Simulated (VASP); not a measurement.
Runs of VASP 6.6.1 on AlN. It takes space group F-43m (No. 216, cubic). Conventional cell: a = 4.370 Å, b = 4.370 Å, c = 4.370 Å, α = 90.00°, β = 90.00°, γ = 90.00°. Al (site symmetry -43m) has 4 N at 1.89 Å within 2.5 Å. Within 2.5 Å of N (site symmetry -43m) lie 4 Al at 1.89 Å. 

```tsv
task	level	potentials or basis	k mesh	cutoff (eV)	grid for exact exchange (PRECFOCK)	screening parameter	GW scheme	GW iterations	cutoff of the response function	gap on the mesh (eV)	pressure (GPa)
single point	r2SCAN	VASP PAW PBE potentials, release 64 (Al, N)	6 × 6 × 6	520	-	-	-	-	-	3.93	-0.4
single point	HSE06	VASP PAW PBE potentials, release 64 (Al, N)	6 × 6 × 6	520	Normal	0.2079 1/Å	-	-	-	4.55	(b)
single point	PBE	VASP PAW PBE potentials, release 64 (Al, N)	6 × 6 × 6	520	-	-	-	-	-	3.32	4.3
single point	LDA	VASP PAW LDA potentials, release 64 (Al, N)	6 × 6 × 6	520	-	-	-	-	-	(a)	-3.3
single point	PBE	VASP PAW PBE potentials, release 64 (Al, N)	8 × 8 × 8	520	-	-	-	-	-	3.32	4.3
```

Alike in all rows: no spin polarisation; cell as given; smearing gaussian 0.01 eV.

Question: Estimate the missing entries.

Answer: (a) 3.22; (b) -0.8.

Caveats: the PAW data sets were made with another functional, which shifts forces and pressure a little (some runs).

A k mesh can miss the band edges.
